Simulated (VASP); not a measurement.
Runs of VASP 6.6.1 on W. The structure is that of space group Im-3m (No. 229), or close to it. The cells are those of the table. 

```tsv
cell	gap on the mesh (eV)	pressure (GPa)
a = 2.834 Å, angles 110.1°, 1 atom	none	-15.3
a = 2.861 Å, angles 110.1°, 1 atom	none	-21.7
a = 2.770 Å, angles 108.2°, 1 atom	none	(a)
a = 2.785 Å, angles 109.5°, 1 atom	none	-8.2
a = 2.812 Å, angles 109.5°, 1 atom	none	-15.7
a = 2.702 Å, angles 109.5°, 1 atom	none	(b)
a = 2.718 Å, angles 110.7°, 1 atom	none	36.9
a = 2.828 Å, angles 110.7°, 1 atom	none	(c)
```

Alike in all rows: task single point; level PBE; potentials or basis VASP PAW PBE potentials, release 64 (W_sv); no spin polarisation; k mesh 20 × 20 × 20; cutoff (eV) 520; smearing gaussian 0.15 eV.

Question: Estimate the missing entries.

Answer: (a) -14.3; (b) 21.7; (c) -6.4.

Caveats: spin-orbit coupling is left out, which moves the levels of the heavy elements.

A k mesh can miss the band edges, and the runs leave out spin-orbit coupling on W.

A gap of «none» marks levels without a gap at the run's occupations.
